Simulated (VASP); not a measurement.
A run of VASP 6.6.1:

Contents of INCAR:

```
PREC     = Accurate       # precision mode
ENCUT    = 520            # plane-wave cutoff, eV
EDIFF    = 1E-6           # SCF threshold, eV
ISMEAR   = -1             # smearing method
SIGMA    = 0.15           # smearing width, eV
LREAL    = False          # projectors in reciprocal space
LASPH    = True           # aspherical terms in the spheres
NELM     = 80             # most SCF steps
ALGO     = Normal         # electronic algorithm
ISIF     = 2              # what is computed and relaxed
LWAVE    = False          # write WAVECAR
LCHARG   = False          # write CHGCAR
GGA      = PS             # functional
NBANDS   = 13             # bands
```

File KPOINTS:

```
Automatic mesh
0
Gamma
  20 20 20
```

POSCAR

```
Mo
1.0
   -1.5650819152      1.5650819152      1.5650819152
    1.5650819152     -1.5650819152      1.5650819152
    1.5650819152      1.5650819152     -1.5650819152
Mo
1
Direct
    0.0000000000      0.0000000000      0.0000000000
```

Potentials or basis: VASP PAW PBE potentials, release 64 (Mo_sv).

Run with:

```bash
$ cat potpaw_PBE.64/Mo_sv/POTCAR > POTCAR
$ mpirun -np 1 vasp_std > vasp.out
```

Hardware: 1 thread of Intel Xeon 8259CL, with other jobs on the host.

Q: Estimate the wall time of this run.

A: Wall time 48 s on 1 thread of Intel Xeon 8259CL, with other jobs on the host, peak memory 0.16 GiB. Counts: scf iterations 11, k points 256.
